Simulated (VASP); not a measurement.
# CdSe (F-43m) in VASP: vibrations by perturbation theory with PBEsol

Aim: the vibrations by perturbation theory of CdSe with PBEsol.

Program: VASP 6.6.1. These are calculated values, not measurements. Logs are shortened: lines on timing, memory, paths and dates and some standing lists are left out, and cuts for length are marked.

### Step 1. The cell of the first run

It takes space group F-43m (No. 216, cubic). Conventional cell: a = 6.081 Å, b = 6.081 Å, c = 6.081 Å, α = 90.00°, β = 90.00°, γ = 90.00°. Within 3.5 Å of Cd (site symmetry -43m) lie 4 Se at 2.63 Å. Se (site symmetry -43m) has 4 Cd at 2.63 Å within 3.5 Å.

### Step 2. Vibrations by perturbation theory, PBEsol

Input file INCAR:

```
PREC = Accurate
ENCUT = 500
EDIFF = 1E-8
ISMEAR = 0
SIGMA = 0.01
LREAL = False
LASPH = True
NELM = 120
ALGO = Normal
ISIF = 2
LWAVE = False
LCHARG = False
GGA = PS
NBANDS = 16
IBRION = 8
NSW = 1
LEPSILON = True
GGA_COMPAT = False
```

Input file KPOINTS:

```
Automatic mesh
0
Gamma
  10 10 10
```

Input file POSCAR:

```
CdSe
1.0
    0.0000000000      3.0407133463      3.0407133463
    3.0407133463      0.0000000000      3.0407133463
    3.0407133463      3.0407133463      0.0000000000
Cd Se
1 1
Direct
    0.0000000000      0.0000000000      0.0000000000
    0.7500000000      0.7500000000      0.7500000000
```

Potentials or basis: VASP PAW PBE potentials, release 64 (Cd, Se).

Started as:

```
$ cat potpaw_PBE.64/Cd/POTCAR potpaw_PBE.64/Se/POTCAR > POTCAR
$ mpirun -np 1 vasp_std > vasp.out
```

OUTCAR:

```text
PREC = Accurate
   ENCUT = 500
   EDIFF = 1E-8
   ISMEAR = 0
   LREAL = False
   LASPH = True
   NELM = 120
   ISIF = 2
   GGA = PS
   IBRION = 8
   NSW = 1
   LEPSILON = True

 ion  position               nearest neighbor table
   1  0.000  0.000  0.000-   2 2.63   2 2.63   2 2.63   2 2.63
   2  0.750  0.750  0.750-   1 2.63   1 2.63   1 2.63   1 2.63

  LATTYP: Found a face centered cubic cell.
 ALAT       =     6.0814266926

  Lattice vectors:

 A1 = (   0.0000000000,   3.0407133463,   3.0407133463)
 A2 = (   3.0407133463,   0.0000000000,   3.0407133463)
 A3 = (   3.0407133463,   3.0407133463,   0.0000000000)

Analysis of symmetry for initial positions (statically):
=====================================================================
 Subroutine PRICEL returns:
 Original cell was already a primitive cell.

 Routine SETGRP: Setting up the symmetry group for a
 face centered cubic supercell.

 Subroutine GETGRP returns: Found 24 space group operations
 (whereof 24 operations were pure point group operations)
 out of a pool of 48 trial point group operations.

The static configuration has the point symmetry T_d .

Analysis of symmetry for dynamics (positions and initial velocities):
=====================================================================
 Subroutine PRICEL returns:
 Original cell was already a primitive cell.

 Routine SETGRP: Setting up the symmetry group for a
 face centered cubic supercell.

 Subroutine GETGRP returns: Found 24 space group operations
 (whereof 24 operations were pure point group operations)
 out of a pool of 48 trial point group operations.

The dynamic configuration has the point symmetry T_d .

 Subroutine INISYM returns: Found 24 space group operations
 (whereof 24 operations are pure point group operations),
 and found     1 'primitive' translations

----------------------------------------------------------------------------------------

                                     Primitive cell

  volume of cell :      56.2285

  direct lattice vectors                    reciprocal lattice vectors
     0.000000000  3.040713346  3.040713346    -0.164435099  0.164435099  0.164435099
     3.040713346  0.000000000  3.040713346     0.164435099 -0.164435099  0.164435099
     3.040713346  3.040713346  0.000000000     0.164435099  0.164435099 -0.164435099

  length of vectors
     4.300218054  4.300218054  4.300218054     0.284809946  0.284809946  0.284809946

  position of ions in fractional coordinates (direct lattice)
     0.000000000  0.000000000  0.000000000
     0.750000000  0.750000000  0.750000000

  ion indices of the primitive-cell ions
   primitive index   ion index
                 1           1
                 2           2

----------------------------------------------------------------------------------------

 KPOINTS: Automatic mesh

Automatic generation of k-mesh.
 Grid dimensions read from file:
 generate k-points for:   10   10   10

 Generating k-lattice:

  Cartesian coordinates                     Fractional coordinates (reciprocal lattice)
    -0.016443510  0.016443510  0.016443510     0.100000000  0.000000000  0.000000000
     0.016443510 -0.016443510  0.016443510     0.000000000  0.100000000  0.000000000
     0.016443510  0.016443510 -0.016443510     0.000000000  0.000000000  0.100000000

  Length of vectors
     0.028480995  0.028480995  0.028480995

  Shift w.r.t. Gamma in fractional coordinates (k-lattice)
     0.000000000  0.000000000  0.000000000

 Subroutine IBZKPT returns following result:
 ===========================================

 Found     47 irreducible k-points:

 Following reciprocal coordinates:
            Coordinates               Weight
  0.000000  0.000000  0.000000      1.000000
  0.100000  0.000000  0.000000      8.000000
  0.200000  0.000000  0.000000      8.000000
[... 559 lines left out ...]
      direct lattice vectors                 reciprocal lattice vectors
     0.000000000  3.040713346  3.040713346    -0.164435099  0.164435099  0.164435099
     3.040713346  0.000000000  3.040713346     0.164435099 -0.164435099  0.164435099
     3.040713346  3.040713346  0.000000000     0.164435099  0.164435099 -0.164435099

 POSITION                                       TOTAL-FORCE (eV/Angst)
 -----------------------------------------------------------------------------------
      0.00000      0.00000      0.00000        -0.000000      0.000000     -0.000000
      4.56107      4.56107      4.56107         0.000000     -0.000000      0.000000
 -----------------------------------------------------------------------------------
    total drift:                               -0.000000     -0.000000     -0.000000

  FREE ENERGIE OF THE ION-ELECTRON SYSTEM (eV)
  ---------------------------------------------------
  free  energy   TOTEN  =        -6.1776780784 eV

  energy  without entropy=       -6.1776780784  energy(sigma->0) =       -6.17767808

 HEAD OF MICROSCOPIC STATIC DIELECTRIC TENSOR (INDEPENDENT PARTICLE, excluding Hartree and local field effects)
 ------------------------------------------------------
          12.116287     0.000000     0.000000
           0.000000    12.116287     0.000000
           0.000000     0.000000    12.116287
 ------------------------------------------------------

 Free energy of the ion-electron system (eV)
  ---------------------------------------------------
  ---------------------------------------------------
  free energy    TOTEN  =        -1.75398579 eV

  energy without entropy =       -1.75398579

------------------------ aborting loop because EDIFF is reached ----------------------------------------

--------------------------------------- Ionic step        2  -------------------------------------------

------------------------ aborting loop because EDIFF is reached ----------------------------------------

--------------------------------------- Ionic step        3  -------------------------------------------

------------------------ aborting loop because EDIFF is reached ----------------------------------------

 PIEZOELECTRIC TENSOR FIELD DIRECTION 3  (e Angst)
 -----------------------------------------------------------------------------
    -0.00129  2.47461  0.00000           (  0.00000 -0.04482  0.00000)
     2.47461 -0.00129  0.00000           ( -0.04482  0.00000  0.00000)
     0.00000  0.00000 -0.00018           (  0.00000  0.00000 -0.00000)

 PIEZOELECTRIC TENSOR FIELD DIRECTION 3  (C/m^2)
 -----------------------------------------------------------------------------
    -0.00037  0.70512  0.00000
     0.70512 -0.00037  0.00000
     0.00000  0.00000 -0.00005

--------------------------------------- Ionic step        4  -------------------------------------------

------------------------ aborting loop because EDIFF is reached ----------------------------------------

[... ionic steps 5 to 6 ...]

--------------------------------------- Ionic step        7  -------------------------------------------

 Free energy of the ion-electron system (eV)
  ---------------------------------------------------
  ---------------------------------------------------
  free energy    TOTEN  =        -0.08430710 eV

  energy without entropy =       -0.08430710

------------------------ aborting loop because EDIFF is reached ----------------------------------------

 INTERNAL STRAIN TENSOR  FOR ION    2  DIRECTION 1   (eV/Angst):
 -----------------------------------------------------------------------------
    -0.00242  0.00000  0.00000
     0.00000  0.00377  6.27220
     0.00000  6.27220  0.00377

 MACROSCOPIC STATIC DIELECTRIC TENSOR (including local field effects in DFT)
 ------------------------------------------------------
          11.731655    -0.000000     0.000000
          -0.000000    11.731655     0.000000
          -0.000000    -0.000000    11.731655
 ------------------------------------------------------

 PIEZOELECTRIC TENSOR (including local field effects)  for field in x, y, z        (e  Angst)
          XX          YY          ZZ          XY          YZ          ZX
  --------------------------------------------------------------------------------
  x     0.00000    -0.00000    -0.00000     0.00000     2.48665     0.00000
  y     0.00000    -0.00000     0.00000     0.00000     0.00000     2.48665
  z    -0.00000    -0.00000     0.00000     2.48665     0.00000     0.00000

 PIEZOELECTRIC TENSOR (including local field effects)  for field in x, y, z        (C/m^2)
          XX          YY          ZZ          XY          YZ          ZX
  --------------------------------------------------------------------------------
  x     0.00000    -0.00000    -0.00000     0.00000     0.70855     0.00000
  y     0.00000    -0.00000     0.00000     0.00000     0.00000     0.70855
  z    -0.00000    -0.00000     0.00000     0.70855     0.00000     0.00000

 BORN EFFECTIVE CHARGES (including local field effects) (in |e|, cummulative output)
 ---------------------------------------------------------------------------------
 ion    1
    1     2.30778     0.00000     0.00000
    2     0.00000     2.30778     0.00000
    3    -0.00000    -0.00000     2.30778
 ion    2
    1    -2.30778     0.00000     0.00000
    2     0.00000    -2.30778    -0.00000
    3     0.00000     0.00000    -2.30778

 INTERNAL STRAIN TENSOR FOR ION    2 for displacements in x,y,z  (eV/Angst):
          X           Y           Z          XY          YZ          ZX
  --------------------------------------------------------------------------------
  x    -0.00000    -0.00000    -0.00000     0.00000     6.27220     0.00000
  y     0.00000    -0.00000     0.00000     0.00000     0.00000     6.27220
  z     0.00000    -0.00000    -0.00000     6.27220     0.00000     0.00000

 SECOND DERIVATIVES (NOT SYMMETRIZED)
 ------------------------------------
               1X          1Y          1Z          2X          2Y          2Z
  1X    -4.906217    0.000000    0.000000    4.906217    0.000000    0.000000
  1Y     0.000000   -4.906217    0.000000    0.000000    4.906217    0.000000
  1Z     0.000000    0.000000   -4.906217    0.000000    0.000000    4.906217
  2X     4.902260    0.000000    0.000000   -4.902260    0.000000    0.000000
  2Y     0.000000    4.902260    0.000000    0.000000   -4.902260    0.000000
  2Z     0.000000    0.000000    4.902260    0.000000    0.000000   -4.902260

 Eigenvectors and eigenvalues of the dynamical matrix
 ----------------------------------------------------

   1 f  =    5.083365 THz    31.939725 2PiTHz  169.562809 cm-1    21.023099 meV
             X         Y         Z           dx          dy          dz
      0.000000  0.000000  0.000000     0.577766   -0.281041    0.000000
      4.561070  4.561070  4.561070    -0.689093    0.335193    0.000000
[... 21 lines left out ...]
   6 f/i=    0.001009 THz     0.006343 2PiTHz    0.033672 cm-1     0.004175 meV
             X         Y         Z           dx          dy          dz
      0.000000  0.000000  0.000000    -0.019844    0.146852   -0.751827
      4.561070  4.561070  4.561070    -0.016638    0.123127   -0.630365

--------------------------------------------------------------------------------------------------------

 MACROSCOPIC STATIC DIELECTRIC TENSOR IONIC CONTRIBUTION
 ------------------------------------------------------
           3.494834    -0.000000     0.000000
          -0.000000     3.494834     0.000000
           0.000000     0.000000     3.494834
 ------------------------------------------------------

 ELASTIC MODULI CONTR FROM IONIC RELAXATION (kBar)
 Direction    XX          YY          ZZ          XY          YZ          ZX
 --------------------------------------------------------------------------------
 XX          -0.0000     -0.0000     -0.0000     -0.0000      0.0000     -0.0000
 YY          -0.0000     -0.0000     -0.0000      0.0000      0.0000      0.0000
 ZZ          -0.0000     -0.0000     -0.0000      0.0000      0.0000     -0.0000
 XY          -0.0000      0.0000      0.0000   -232.7120     -0.0000     -0.0000
 YZ           0.0000      0.0000      0.0000     -0.0000   -232.7120      0.0000
 ZX          -0.0000      0.0000     -0.0000     -0.0000      0.0000   -232.7120
 --------------------------------------------------------------------------------

 PIEZOELECTRIC TENSOR IONIC CONTR  for field in x, y, z        (C/m^2)
          XX          YY          ZZ          XY          YZ          ZX
  --------------------------------------------------------------------------------
  x     0.00000     0.00000     0.00000    -0.00000    -0.84858     0.00000
  y    -0.00000     0.00000    -0.00000    -0.00000     0.00000    -0.84858
  z    -0.00000     0.00000     0.00000    -0.84858    -0.00000    -0.00000
```

Run time: 5.4 min. Hardware: 1 thread of Intel Xeon Platinum 8481C at 2.70GHz (Sapphire Rapids), shared host; peak memory 0.48 GiB.

What came out:

| Item | Value |
| --- | --- |
| Electronic dielectric tensor (diagonal) | 11.73 |
| Born charges (mean of the diagonal) | Cd +2.31; Se -2.31 e |
| Highest phonon frequency at Γ, LO-TO splitting left out | 170 cm⁻¹ |

Phonon frequencies in cm⁻¹ (negative: imaginary):
```
              q point        frequencies
(0.000, 0.000, 0.000)  0 0 0 170 170 170
```

Electronic dielectric tensor:
```
11.73  0.00  0.00
 0.00 11.73  0.00
 0.00  0.00 11.73
```

Born effective charge tensors (e):
atom 1, Cd
```
2.31 0.00 0.00
0.00 2.31 0.00
0.00 0.00 2.31
```
atom 2, Se
```
-2.31  0.00  0.00
 0.00 -2.31  0.00
 0.00  0.00 -2.31
```
